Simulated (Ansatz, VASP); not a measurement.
## P7Ru in VASP and in Ansatz

```
CELL_PARAMETERS angstrom
0.00000 3.84762 3.84762
3.84762 0.00000 3.84762
3.84762 3.84762 0.00000
ATOMIC_POSITIONS crystal
P 0.00000 0.00000 0.00000
P 0.00000 0.50000 0.00000
P 0.50000 0.00000 0.00000
P 0.00000 0.50000 0.50000
P 0.50000 0.00000 0.50000
P 0.00000 0.00000 0.50000
P 0.50000 0.50000 0.00000
Ru 0.50000 0.50000 0.50000
```

Change from the starting cell: species swapped into the CuPt7 type (Fm-3m, No. 225).

Alike in both runs: functional PBE; k mesh 8 × 8 × 8; occupations gaussian, width 0.1 eV; no spin polarisation.

Ansatz relaxed the structure, and its values are those at the end. VASP's run is a single point on that final structure, the one shown.

|  | VASP | Ansatz |
| --- | --- | --- |
| version | VASP 6.6.1 | Ansatz 0.2.0 |
| potentials or method | VASP PAW PBE potentials, release 64 (P, Ru_pv), cutoff 520 eV | scalar-relativistic, plane waves, PAW |
| valence electrons in the cell | 49 | 51 |

Ansatz gave:

```
gap on the k mesh at the Fermi level (eV) : none
pressure (GPa)                            : 0.0
```

Question: What did VASP give for the same quantities?

Answer: gap on the k mesh at the Fermi level (eV): none; pressure (GPa): -0.2.

A gap of «none» marks a metal or a gap that the smearing closes. VASP's potentials hold 49 valence electrons a cell and Ansatz's 51, so a difference there can come from the potentials and not from the codes.
